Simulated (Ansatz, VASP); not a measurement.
## Two plane-wave programs on TeMoS4

```
CELL_PARAMETERS angstrom
4.42694 0.00000 0.00000
-2.21347 3.83384 0.00000
0.00000 0.00000 9.54690
ATOMIC_POSITIONS crystal
Te 0.00000 0.00000 0.50000
Mo 0.00000 0.00000 0.00000
S 0.00000 0.00000 0.24251
S 0.00000 0.00000 0.75749
S 0.33333 0.66667 0.00000
S 0.66667 0.33333 0.00000
```

Alike in both runs: functional PBE; k mesh 12 × 12 × 4; occupations gaussian, width 0.1 eV; no spin polarisation.

Ansatz relaxed the structure, and its values are those at the end. VASP's run is a single point on that final structure, the one shown.

|  | VASP | Ansatz |
| --- | --- | --- |
| version | VASP 6.6.1 | Ansatz 0.2.0 |
| potentials or method | VASP PAW PBE potentials, release 64 (Te, Mo_sv, S), cutoff 520 eV | scalar-relativistic, plane waves, PAW |
| valence electrons in the cell | 44 | 54 |

|  | VASP | Ansatz | Ansatz less VASP |
| --- | --- | --- | --- |
| gap on the k mesh at the Fermi level (eV) | none | none | - |
| pressure (GPa) | -0.1 | 0.0 | +0.07 |

A gap of «none» marks a metal or a gap that the smearing closes. With one functional, cell and mesh, what is left measures potentials, basis and numerics. VASP's potentials hold 44 valence electrons a cell and Ansatz's 54, so a difference there can come from the potentials and not from the codes.

Spin-orbit coupling is off throughout.
